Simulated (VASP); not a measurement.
A run of VASP 6.6.1 is set up as follows.

Contents of POSCAR:

```
PbSe
1.0
    2.0306317899     -5.5648910373      0.0000000000
    2.0306317899      5.5648910373      0.0000000000
    0.0000000000      0.0000000000      4.2637232582
Pb Se
2 2
Direct
    0.6188443461      0.3811556539      0.7500000000
    0.3811556539      0.6188443461      0.2500000000
    0.8658335753      0.1341664247      0.7500000000
    0.1341664247      0.8658335753      0.2500000000
```

The input INCAR.step1:

```
PREC = Accurate
ENCUT = 520
ISMEAR = 0
SIGMA = 0.01
LREAL = F
LASPH = T
NELM = 60
NBANDS = 28
GGA = PE
ALGO = Normal
EDIFF = 1E-4
LWAVE = T
LCHARG = F
```

File INCAR.step2:

```
PREC = Accurate
ENCUT = 520
EDIFF = 1E-6
ISMEAR = 0
SIGMA = 0.01
LREAL = F
LASPH = T
NELM = 60
ALGO = Normal
ISIF = 2
LWAVE = F
LCHARG = F
METAGGA = R2SCAN
LMIXTAU = T
IVDW = 12
VDW_S6 = 1.0
VDW_S8 = 0.78981345
VDW_A1 = 0.49484001
VDW_A2 = 5.73083694
NBANDS = 28
ISTART = 1
```

Contents of KPOINTS:

```
regular mesh
0
Gamma
  4 4 4
```

Potentials or basis: VASP PAW PBE potentials, release 64 (Pb_d, Se).

Launch:

```sh
$ cat potpaw_PBE.64/Pb_d/POTCAR potpaw_PBE.64/Se/POTCAR > POTCAR
$ cp INCAR.step1 INCAR
$ mpirun -np 1 vasp_std > vasp.out
$ cp INCAR.step2 INCAR
$ mpirun -np 1 vasp_std > vasp.out
```

Problem. Estimate the dispersion energy per atom.

Solution. -0.207 eV.

Problem. What does it give for the band gap on the k mesh?

Solution. 1.08 eV (least direct gap 1.60 eV).

Problem. Estimate the largest force.

Solution. 0.012 eV/Å.

Forces on the atoms (eV/Å):
```
Pb   0.000  0.012  0.000
Pb   0.000 -0.012  0.000
Se   0.000 -0.012  0.000
Se   0.000  0.012  0.000
```

Caveat: the PAW data sets were made with another functional, which shifts forces and pressure a little; spin-orbit coupling is left out, which moves the levels of the heavy elements. A k mesh can miss the band edges.
